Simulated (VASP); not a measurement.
Wanted: the native input for a VASP 6.6.1 run.

```yaml
Task: single point
Functional: PBEsol
Potentials_or_basis: VASP PAW PBE potentials, release 64 (Al, Si, N, C)
Cutoff: 520 eV
k_mesh: 1 × 1 × 1, shifted
Occupations: fermi-dirac, width 0.05 eV
Spin: no spin polarisation
Dipole_correction: no
Further_INCAR_settings: LREAL = Auto; ALGO = Normal; EDIFF = 1e-07; NBANDS = 246; ISYM = 0
```

The structure of Al7SiCN7 lies in POSCAR:

```
Al7SiCN7
1.0
    9.3360967597      0.0000000000      0.0000000000
    0.0000000000     10.7743445983      0.0000000000
    0.0000000000      0.0000000000     10.0097529822
Al Si N C
42 6 42 6
Direct
    0.1668980000      0.0851370000      0.2517170000
    0.1681240000      0.0816790000      0.7496440000
    0.9984730000      0.3327400000      0.7487560000
    0.5001270000      0.0819320000      0.2473950000
    0.4999100000      0.0844740000      0.7473560000
    0.3350680000      0.3350250000      0.2511190000
    0.3343060000      0.3318740000      0.7497530000
    0.1675270000      0.5852700000      0.2510060000
    0.1636670000      0.5811340000      0.7461110000
    0.9997450000      0.8330100000      0.2424650000
    0.0000640000      0.8337100000      0.7518010000
    0.8346050000      0.0819560000      0.2495090000
    0.8285980000      0.0828650000      0.7409970000
    0.6690060000      0.3344920000      0.7508180000
    0.5013850000      0.5857180000      0.2511770000
    0.3339640000      0.8290590000      0.2497120000
    0.3322280000      0.8362240000      0.7464090000
    0.8329760000      0.5843030000      0.2512960000
    0.8357350000      0.5825570000      0.7496110000
    0.6673750000      0.8312610000      0.2497490000
    0.6658050000      0.8358380000      0.7497770000
    0.0008760000      0.1640920000      0.5019030000
    0.9987140000      0.1686530000      0.9958280000
    0.3353210000      0.1641440000      0.5019270000
    0.1719370000      0.4171230000      0.4996140000
    0.1641960000      0.4168420000      0.9995800000
    0.9998700000      0.6681280000      0.4982320000
    0.0023950000      0.6679110000      0.9995650000
    0.6662220000      0.1631350000      0.4973530000
    0.4999810000      0.4161010000      0.4970720000
    0.5015380000      0.4190810000      0.9975510000
    0.3300220000      0.6687570000      0.9938360000
    0.1633970000      0.9162740000      0.4962200000
    0.1706970000      0.9160980000      0.0032520000
    0.8320810000      0.4152360000      0.4947310000
    0.8357320000      0.4164310000      0.9977170000
    0.6666620000      0.6663300000      0.4999480000
    0.6679060000      0.6671160000      0.9945240000
    0.5026480000      0.9154350000      0.4986690000
    0.4987540000      0.9142160000      0.0019050000
    0.8346990000      0.9171130000      0.4968860000
    0.8315130000      0.9154570000      0.9994060000
    0.0005310000      0.3300620000      0.2527530000
    0.6670900000      0.3315190000      0.2443610000
    0.5004950000      0.5834350000      0.7428000000
    0.3349810000      0.1696430000      0.0024630000
    0.6664720000      0.1729930000      0.9947710000
    0.3371190000      0.6655740000      0.4962130000
    0.0022570000      0.1774510000      0.1880540000
    0.0039840000      0.1662120000      0.6953060000
    0.3341290000      0.1698520000      0.1800550000
    0.3313360000      0.1668510000      0.6918410000
    0.1550290000      0.4100220000      0.1946350000
    0.1678640000      0.4139850000      0.6884000000
    0.9983470000      0.6609230000      0.1923730000
    0.0001630000      0.6659860000      0.6864030000
    0.6655800000      0.1745920000      0.1804690000
    0.5104060000      0.4112140000      0.1909790000
    0.4976020000      0.4261540000      0.6922330000
    0.3396240000      0.6633000000      0.6838950000
    0.1700680000      0.9217110000      0.1947100000
    0.1670390000      0.9172930000      0.6854290000
    0.8367760000      0.4061920000      0.1981570000
    0.8357070000      0.4186020000      0.6830810000
    0.6703110000      0.6634730000      0.1842020000
    0.6594920000      0.6629140000      0.6955580000
    0.5010190000      0.9176130000      0.1907120000
    0.4982650000      0.9162280000      0.6890710000
    0.8299910000      0.9173270000      0.1883080000
    0.8328570000      0.9121900000      0.6886530000
    0.1707940000      0.0848850000      0.4394790000
    0.1803420000      0.0910880000      0.9453880000
    0.0047670000      0.3360650000      0.4297570000
    0.0020940000      0.3340460000      0.9388150000
    0.4946680000      0.0810600000      0.4331520000
    0.4969320000      0.0910100000      0.9509640000
    0.3340870000      0.3294940000      0.4390210000
    0.3321270000      0.3261870000      0.9460450000
    0.1744310000      0.5871740000      0.4472820000
    0.1673440000      0.5781630000      0.9334400000
    0.0012430000      0.8303540000      0.4348150000
    0.8219070000      0.0878360000      0.9460530000
    0.6650740000      0.3336590000      0.4211260000
    0.4974630000      0.5839300000      0.9211790000
    0.3318330000      0.8252250000      0.4465150000
    0.3361520000      0.8369220000      0.9339310000
    0.8346080000      0.5821280000      0.4399190000
    0.8349280000      0.5814520000      0.9396200000
    0.6674490000      0.8307380000      0.4398600000
    0.6621440000      0.8348080000      0.9389500000
    0.6611360000      0.1705140000      0.6878730000
    0.3336480000      0.6624490000      0.1829840000
    0.0026740000      0.8369690000      0.9433040000
    0.8360510000      0.0848230000      0.4368310000
    0.6674380000      0.3310060000      0.9452930000
    0.4945050000      0.5855140000      0.4451570000
```

The input as run:

INCAR

```
ALGO = Normal
EDIFF = 1E-7
ENCUT = 520
GGA = PS
ISIF = 2
ISMEAR = -1
ISYM = 0
LASPH = True
LCHARG = True
LELF = True
LREAL = Auto
LVHAR = True
LWAVE = False
NBANDS = 246
NELM = 100
PREC = Accurate
SIGMA = 0.05
```

KPOINTS

```
Automatic mesh
0
Gamma
  1 1 1
  0.25 0.25 0.25
```

Potentials or basis: VASP PAW PBE potentials, release 64 (Al, Si, N, C).

Command:

```sh
$ cat potpaw_PBE.64/Al/POTCAR potpaw_PBE.64/Si/POTCAR potpaw_PBE.64/N/POTCAR potpaw_PBE.64/C/POTCAR > POTCAR
$ mpirun -np 1 vasp_std > vasp.out
```

Results of the run:

The pressure is 0.1 GPa, the largest force is 0.044 eV/Å and the band gap on the k mesh is 3.21 eV.

Caveat: the PAW data sets were made with another functional, which shifts forces and pressure a little; a shifted mesh leaves out Γ, where band edges can lie.

It took 40 min on 1 thread of Intel(R) Xeon(R) Platinum 8259CL CPU @ 2.50GHz (Skylake/Cascade Lake), with other jobs on the host, peak memory 1.3 GiB.
